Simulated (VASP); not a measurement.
# Mg3Sb2 (P-3m1) in VASP: further runs, part 2 of 2

VASP 6.6.1. Earlier steps stand in the parts before.

**4. Single point, r2SCAN (24.61 Å³/atom)**

This run uses another cell than the first one, of 24.61 Å³/atom.

File POSCAR:

```
Mg3Sb2
1.0
    4.4811096596      0.0000000000      0.0000000000
   -2.2405548298      3.8807548023      0.0000000000
    0.0000000000      0.0000000000      7.0760778932
Mg Sb
3 2
Direct
    0.3333333333      0.6666666667      0.6332019232
    0.6666666667      0.3333333333      0.3667980768
    0.0000000000      0.0000000000      0.0000000000
    0.3333333333      0.6666666667      0.2255439340
    0.6666666667      0.3333333333      0.7744560660
```

File INCAR.step1:

```
SYSTEM = Mg3Sb2
PREC = Accurate
ENCUT = 660
ISMEAR = 0
SIGMA = 0.02
LREAL = .False.
LASPH = .True.
NELM = 120
NBANDS = 16
GGA = PE
ALGO = Normal
EDIFF = 1E-5
LWAVE = .True.
LCHARG = .False.
GGA_COMPAT = .False.
```

File INCAR.step2:

```
SYSTEM = Mg3Sb2
PREC = Accurate
ENCUT = 660
EDIFF = 1E-6
ISMEAR = 0
SIGMA = 0.02
LREAL = .False.
LASPH = .True.
NELM = 120
ALGO = Normal
ISIF = 2
LWAVE = .False.
LCHARG = .True.
METAGGA = R2SCAN
LMIXTAU = .True.
LELF = .True.
LVHAR = .True.
NBANDS = 16
ISTART = 1
GGA_COMPAT = .False.
```

File KPOINTS:

```
Automatic mesh
0
Gamma
  6 6 4
  0 0 0
```

Launch:

```sh
> cat potpaw_PBE.64/Mg/POTCAR potpaw_PBE.64/Sb/POTCAR > POTCAR
> cp INCAR.step1 INCAR
> mpirun -np 1 vasp_std > vasp.out
> cp INCAR.step2 INCAR
> mpirun -np 1 vasp_std > vasp.out
```

It took 9.1 min on 1 thread of Intel Xeon 8259CL, shared host; peak memory 0.36 GiB.

It converged, with:

- Free energy: -66.1783 eV
- Pressure: 3.3 GPa
- Largest force: 0.016 eV/Å
- Band gap on the k mesh: 0.46 eV (least direct gap 1.77 eV)

Forces on the atoms (eV/Å):
```
Mg   0.000  0.000 -0.013
Mg   0.000  0.000  0.013
Mg   0.000  0.000  0.000
Sb   0.000  0.000 -0.016
Sb   0.000  0.000  0.016
```

Levels at points of the mesh, in eV from the valence-band top:
| k point | band 5 | band 6 | band 7 | band 8 | band 9 | band 10 | band 11 | band 12 |
| --- | --- | --- | --- | --- | --- | --- | --- | --- |
| (0.00, 0.00, 0.00) | -1.30 | -0.49 | -0.49 | 0.00 | 1.82 | 2.09 | 3.39 | 3.39 |
| (0.50, 0.00, 0.00) | -3.60 | -2.62 | -2.39 | -1.06 | 0.71 | 2.44 | 2.50 | 3.09 |
| (0.00, 0.00, 0.50) | -0.92 | -0.92 | -0.90 | -0.90 | 2.31 | 2.63 | 3.01 | 3.01 |
| (0.50, 0.00, 0.50) | -2.13 | -1.87 | -1.80 | -1.73 | 0.94 | 1.59 | 2.16 | 2.43 |

Caveat: the cell stands under pressure; semilocal functionals underestimate gaps, and a narrow one can read as zero; the PAW data sets were made with another functional, which shifts forces and pressure a little; spin-orbit coupling is left out, which moves the levels of the heavy elements. A k mesh can miss the band edges.

**5. Single point, r2SCAN (25.40 Å³/atom)**

This run uses another cell than the first one, of 25.40 Å³/atom.

File POSCAR:

```
Mg3Sb2
1.0
    4.5256365295      0.0000000000      0.0000000000
   -2.2628182647      3.9193162029      0.0000000000
    0.0000000000      0.0000000000      7.1589328193
Mg Sb
3 2
Direct
    0.3333333333      0.6666666667      0.6335335884
    0.6666666667      0.3333333333      0.3664664116
    0.0000000000      0.0000000000      0.0000000000
    0.3333333333      0.6666666667      0.2271262854
    0.6666666667      0.3333333333      0.7728737146
```

File INCAR.step1:

```
SYSTEM = Mg3Sb2
ALGO     = Normal         ! electronic algorithm
EDIFF    = 1E-5           ! SCF threshold, eV
ENCUT    = 660            ! plane-wave cutoff, eV
GGA      = PE             ! functional
GGA_COMPAT= .False.      
ISMEAR   = 0              ! smearing method
LASPH    = .True.         ! aspherical terms in the spheres
LCHARG   = .False.        ! write CHGCAR
LREAL    = .False.        ! projectors in reciprocal space
LWAVE    = .True.         ! write WAVECAR
NBANDS   = 16             ! bands
NELM     = 120            ! most SCF steps
PREC     = Accurate       ! precision mode
SIGMA    = 0.02           ! smearing width, eV
```

File INCAR.step2:

```
SYSTEM = Mg3Sb2
ALGO     = Normal         ! electronic algorithm
EDIFF    = 1E-6           ! SCF threshold, eV
ENCUT    = 660            ! plane-wave cutoff, eV
GGA_COMPAT= .False.      
ISIF     = 2              ! what is computed and relaxed
ISMEAR   = 0              ! smearing method
ISTART   = 1            
LASPH    = .True.         ! aspherical terms in the spheres
LCHARG   = .False.        ! write CHGCAR
LMIXTAU  = .True.       
LREAL    = .False.        ! projectors in reciprocal space
LWAVE    = .False.        ! write WAVECAR
METAGGA  = R2SCAN         ! meta-GGA
NBANDS   = 16             ! bands
NELM     = 120            ! most SCF steps
PREC     = Accurate       ! precision mode
SIGMA    = 0.02           ! smearing width, eV
```

File KPOINTS:

```
k-points
0
Gamma
  6 6 4
  0 0 0
```

Potentials or basis: VASP PAW PBE potentials, release 64 (Mg, Sb).

Launch:

```sh
> cat potpaw_PBE.64/Mg/POTCAR potpaw_PBE.64/Sb/POTCAR > POTCAR
> cp INCAR.step1 INCAR
> mpirun -np 1 vasp_std > vasp.out
> cp INCAR.step2 INCAR
> mpirun -np 1 vasp_std > vasp.out
```

OUTCAR:

```text
SYSTEM = Mg3Sb2
   EDIFF = 1E-6
   ENCUT = 660
   ISIF = 2
   ISMEAR = 0
   ISTART = 1
   LASPH = .True.
   LREAL = .False.
   METAGGA = R2SCAN
   NELM = 120
   PREC = Accurate

 ion  position               nearest neighbor table
   1  0.333  0.667  0.634-   5 2.80   5 2.80   5 2.80   4 2.91   2 3.24   2 3.24   2 3.24
   2  0.667  0.333  0.366-   4 2.80   4 2.80   4 2.80   5 2.91   1 3.24   1 3.24   1 3.24
   3  0.000  0.000  0.000-   4 3.08   5 3.08   5 3.08   4 3.08   5 3.08   4 3.08
[... 660 lines left out ...]
  --------------------------------------------------------------------------------------
  -------------------------------------------------------------------------------------
  Total        1.1912098      1.1912098      1.1833948      0.0000000     -0.0000000      0.0000000
  in kB       15.0300552     15.0300552     14.9314494      0.0000000     -0.0000000      0.0000000
  external PRESSURE =      14.9971866 kB  Pullay stress =       0.0000000 kB

 VOLUME and BASIS-vectors are now :
 -----------------------------------------------------------------------------
  energy-cutoff  :      660.00
  volume of cell :      126.98
      direct lattice vectors                 reciprocal lattice vectors
     4.525636529  0.000000000  0.000000000     0.220963392  0.127573274  0.000000000
    -2.262818265  3.919316203  0.000000000     0.000000000  0.255146548  0.000000000
     0.000000000  0.000000000  7.158932819     0.000000000  0.000000000  0.139685624

 POSITION                                       TOTAL-FORCE (eV/Angst)
 -----------------------------------------------------------------------------------
     -0.00000      2.61288      4.53542        -0.000000      0.000000     -0.011269
      2.26282      1.30644      2.62351         0.000000     -0.000000      0.011269
      0.00000      0.00000      0.00000         0.000000      0.000000      0.000000
     -0.00000      2.61288      1.62598         0.000000      0.000000     -0.014326
      2.26282      1.30644      5.53295        -0.000000      0.000000      0.014326
 -----------------------------------------------------------------------------------
    total drift:                               -0.000000      0.000000      0.000000

  FREE ENERGIE OF THE ION-ELECTRON SYSTEM (eV)
  ---------------------------------------------------
  free  energy   TOTEN  =       -66.2356006908 eV

  energy  without entropy=      -66.2356006908  energy(sigma->0) =      -66.23560069
```

OUTCAR.step1:

```text
SYSTEM = Mg3Sb2
   EDIFF = 1E-5
   ENCUT = 660
   GGA = PE
   ISMEAR = 0
[... 687 lines left out ...]
      2.26282      1.30644      2.62351         0.000000     -0.000000      0.042287
      0.00000      0.00000      0.00000         0.000000      0.000000     -0.000000
     -0.00000      2.61288      1.62598        -0.000000     -0.000000     -0.184371
      2.26282      1.30644      5.53295        -0.000000      0.000000      0.184371
 -----------------------------------------------------------------------------------
    total drift:                               -0.000000      0.000000      0.000000

  FREE ENERGIE OF THE ION-ELECTRON SYSTEM (eV)
  ---------------------------------------------------
  free  energy   TOTEN  =       -14.5884161789 eV

  energy  without entropy=      -14.5884161789  energy(sigma->0) =      -14.58841618
```

Run time: 7.8 min. Hardware: 1 thread of Intel Xeon 8259CL, shared host; peak memory 0.37 GiB.

What came out:

| Quantity | Value |
| --- | --- |
| Free energy | -66.2356 eV |
| Pressure | 1.5 GPa |
| Largest force | 0.014 eV/Å |
| Band gap on the k mesh | 0.52 eV (least direct gap 1.76 eV) |

Forces in eV/Å, atoms in the order of the input:
```
Mg   0.000  0.000 -0.011
Mg   0.000  0.000  0.011
Mg   0.000  0.000  0.000
Sb   0.000  0.000 -0.014
Sb   0.000  0.000  0.014
```

Caveat: semilocal functionals underestimate gaps, and a narrow one can read as zero; the PAW data sets were made with another functional, which shifts forces and pressure a little; spin-orbit coupling is left out, which moves the levels of the heavy elements.

**6. Single point, r2SCAN**

This run uses another cell than the first one, of 26.18 Å³/atom.

File POSCAR:

```
Mg3Sb2
1.0
    4.5691581979      0.0000000000      0.0000000000
   -2.2845790989      3.9570070733      0.0000000000
    0.0000000000      0.0000000000      7.2404157659
Mg Sb
3 2
Direct
    0.3333333333      0.6666666667      0.6336636215
    0.6666666667      0.3333333333      0.3663363785
    0.0000000000      0.0000000000      0.0000000000
    0.3333333333      0.6666666667      0.2287383461
    0.6666666667      0.3333333333      0.7712616539
```

File INCAR.step1:

```
ALGO = Normal ; EDIFF = 1E-5
ENCUT = 660 ; GGA = PE
GGA_COMPAT = False ; ISMEAR = 0
LASPH = True ; LCHARG = False
LREAL = False ; LWAVE = True
NBANDS = 16 ; NELM = 120
PREC = Accurate ; SIGMA = 0.02
```

File INCAR.step2:

```
ALGO = Normal ; EDIFF = 1E-6
ENCUT = 660 ; GGA_COMPAT = False
ISIF = 2 ; ISMEAR = 0
ISTART = 1 ; LASPH = True
LCHARG = False ; LMIXTAU = True
LREAL = False ; LWAVE = False
METAGGA = R2SCAN ; NBANDS = 16
NELM = 120 ; PREC = Accurate
SIGMA = 0.02
```

File KPOINTS:

```
k-points
0
Gamma
  6 6 4
```

Potentials or basis: VASP PAW PBE potentials, release 64 (Mg, Sb).

Launch:

```sh
> cat potpaw_PBE.64/Mg/POTCAR potpaw_PBE.64/Sb/POTCAR > POTCAR
> cp INCAR.step1 INCAR
> mpirun -np 1 vasp_std > vasp.out
> cp INCAR.step2 INCAR
> mpirun -np 1 vasp_std > vasp.out
```

OUTCAR:

```text
EDIFF = 1E-6
   ENCUT = 660
   ISIF = 2
   ISMEAR = 0
   ISTART = 1
   LASPH = True
   LREAL = False
   METAGGA = R2SCAN
   NELM = 120
   PREC = Accurate

 ion  position               nearest neighbor table
   1  0.333  0.667  0.634-   5 2.82   5 2.82   5 2.82   4 2.93   2 3.27   2 3.27   2 3.27
   2  0.667  0.333  0.366-   4 2.82   4 2.82   4 2.82   5 2.93   1 3.27   1 3.27   1 3.27
   3  0.000  0.000  0.000-   4 3.11   5 3.11   4 3.11   5 3.11   5 3.11   4 3.11
   4  0.333  0.667  0.229-   2 2.82   2 2.82   2 2.82   1 2.93   3 3.11   3 3.11   3 3.11
   5  0.667  0.333  0.771-   1 2.82   1 2.82   1 2.82   2 2.93   3 3.11   3 3.11   3 3.11

  LATTYP: Found a hexagonal cell.
 ALAT       =     4.5691581979
 C/A-ratio  =     1.5846279451

  Lattice vectors:

 A1 = (   4.5691581979,   0.0000000000,   0.0000000000)
 A2 = (  -2.2845790989,   3.9570070733,   0.0000000000)
 A3 = (   0.0000000000,   0.0000000000,   7.2404157659)

Analysis of symmetry for initial positions (statically):
=====================================================================
 Subroutine PRICEL returns:
 Original cell was already a primitive cell.

 Routine SETGRP: Setting up the symmetry group for a
 hexagonal supercell.

 Subroutine GETGRP returns: Found 12 space group operations
 (whereof 12 operations were pure point group operations)
 out of a pool of 24 trial point group operations.

The static configuration has the point symmetry D_3d.

Analysis of symmetry for dynamics (positions and initial velocities):
=====================================================================
 Subroutine PRICEL returns:
 Original cell was already a primitive cell.

 Routine SETGRP: Setting up the symmetry group for a
 hexagonal supercell.

 Subroutine GETGRP returns: Found 12 space group operations
[... 128 lines left out ...]
     AMIX_MAG =   1.60;   BMIX_MAG =  1.00
  volume/ion in A,a.u.               =      26.18       176.68
  Fermi-wavevector in a.u.,A,eV,Ry     =   0.812443  1.535294  8.980700  0.660063
  Thomas-Fermi vector in A             =   1.921986
   LORBIT       =      0    0 simple, 1 ext, 2 COOP (PROOUT), +10 PAW based schemes
   METAGGA = R2SCAN    functional components
   LHFCALC =     F    Hartree Fock is set to
   AEXX    =    0.0000 exact exchange contribution
   IVDW    =     0    specifies the selected vdW correction
   LEPSILON=     F    determine dielectric tensor
   LRPA    =     F    only Hartree local field effects (RPA)
 non-spin polarized calculation
 Gauss-broadening in eV      SIGMA  =   0.02
  energy-cutoff  :      660.00
  volume of cell :      130.91
 maximum number of plane-waves:      5095
 NGX is ok and might be reduce to    40
   NGX = 19   NGY = 19   NGZ = 31

 number of electron      16.0000000 magnetization

 Free energy of the ion-electron system (eV)
  ---------------------------------------------------
  ext. energy  EPLUGINS =         0.00000000
  ---------------------------------------------------
  free energy    TOTEN  =       -66.25317144 eV

  energy without entropy =      -66.25317144  energy(sigma->0) =      -66.25317144

 E-fermi :   4.4458     XC(G=0):  -9.1780

 val. band max:        4.3600352443   @ k =   0.0000   0.0000   0.0000
 cond. band min:       4.9234089779   @ k =   0.3333   0.3333   0.0000
 fundamental gap:      0.5633737335
 Fermi energy:         4.4458499688

 k-point     1 :       0.0000    0.0000    0.0000
  band No.  band energies     occupation
      1      -6.3344      2.00000
      2      -5.0248      2.00000
      3      -0.6822      2.00000
      4       3.2007      2.00000
      5       3.2007      2.00000
      6       3.9392      2.00000
[... 433 lines left out ...]
      3      -0.0401      2.00000
      4      -0.0401      2.00000
      5       0.3110      2.00000
      6       0.8969      2.00000
[... 8 lines left out ...]
     15      10.0352      0.00000
     16      10.3531      0.00000

------------------------ aborting loop because EDIFF is reached ----------------------------------------

  FORCE on cell =-STRESS in cart. coord.  units (eV):
  Direction    XX          YY          ZZ          XY          YZ          ZX
  --------------------------------------------------------------------------------------
  -------------------------------------------------------------------------------------
  Total       -0.0059134     -0.0059134      0.0132514     -0.0000000      0.0000000      0.0000000
  in kB       -0.0723737     -0.0723737      0.1621833     -0.0000000      0.0000000      0.0000000
  external PRESSURE =       0.0058120 kB  Pullay stress =       0.0000000 kB

 VOLUME and BASIS-vectors are now :
 -----------------------------------------------------------------------------
  energy-cutoff  :      660.00
  volume of cell :      130.91
      direct lattice vectors                 reciprocal lattice vectors
     4.569158198  0.000000000  0.000000000     0.218858695  0.126358126  0.000000000
    -2.284579099  3.957007073  0.000000000     0.000000000  0.252716253  0.000000000
     0.000000000  0.000000000  7.240415766     0.000000000  0.000000000  0.138113616

 POSITION                                       TOTAL-FORCE (eV/Angst)
 -----------------------------------------------------------------------------------
     -0.00000      2.63800      4.58799        -0.000000      0.000000     -0.003658
      2.28458      1.31900      2.65243         0.000000     -0.000000      0.003658
      0.00000      0.00000      0.00000         0.000000      0.000000      0.000000
     -0.00000      2.63800      1.65616        -0.000000      0.000000     -0.015801
      2.28458      1.31900      5.58426         0.000000     -0.000000      0.015801
 -----------------------------------------------------------------------------------
    total drift:                               -0.000000     -0.000000     -0.000000

  FREE ENERGIE OF THE ION-ELECTRON SYSTEM (eV)
  ---------------------------------------------------
  free  energy   TOTEN  =       -66.2531714403 eV

  energy  without entropy=      -66.2531714403  energy(sigma->0) =      -66.25317144
```

Wall time 12 min (1 thread of Intel Xeon 8259CL, shared host); peak memory 0.38 GiB.

What came out:

* Free energy: -66.2532 eV
* Pressure: 0.0 GPa
* Largest force: 0.016 eV/Å
* Band gap on the k mesh: 0.56 eV (least direct gap 1.75 eV)

Forces on the atoms (eV/Å):
```
Mg   0.000  0.000 -0.004
Mg   0.000  0.000  0.004
Mg   0.000  0.000  0.000
Sb   0.000  0.000 -0.016
Sb   0.000  0.000  0.016
```

Caveat: semilocal functionals underestimate gaps, and a narrow one can read as zero; the PAW data sets were made with another functional, which shifts forces and pressure a little; spin-orbit coupling is left out, which moves the levels of the heavy elements.

**7. The runs side by side**

```csv
cell,gap on the mesh (eV),pressure (GPa),largest force (eV/Å)
"a = 4.388, b = 4.388, c = 6.907 Å, angles 90.0, 90.0, 120.0°, 5 atoms, atomic positions A",0.33,7.7,0.02
"a = 4.435, b = 4.435, c = 6.992 Å, angles 90.0, 90.0, 120.0°, 5 atoms, atomic positions B",0.40,5.3,0.02
"a = 4.481, b = 4.481, c = 7.076 Å, angles 90.0, 90.0, 120.0°, 5 atoms, atomic positions C",0.46,3.3,0.02
"a = 4.526, b = 4.526, c = 7.159 Å, angles 90.0, 90.0, 120.0°, 5 atoms, atomic positions D",0.52,1.5,0.01
"a = 4.569, b = 4.569, c = 7.240 Å, angles 90.0, 90.0, 120.0°, 5 atoms, atomic positions E",0.56,0.0,0.02
```

Alike in all rows: task single point; level r2SCAN; potentials or basis VASP PAW PBE potentials, release 64 (Mg, Sb); no spin polarisation; k mesh 6 × 6 × 4; cutoff (eV) 660; smearing gaussian 0.02 eV.

Caveats: semilocal functionals underestimate gaps, and a narrow one can read as zero; the PAW data sets were made with another functional, which shifts forces and pressure a little; spin-orbit coupling is left out, which moves the levels of the heavy elements; the cell stands under pressure (at least some runs).

Absolute energies hang on the potentials; compare differences alone.
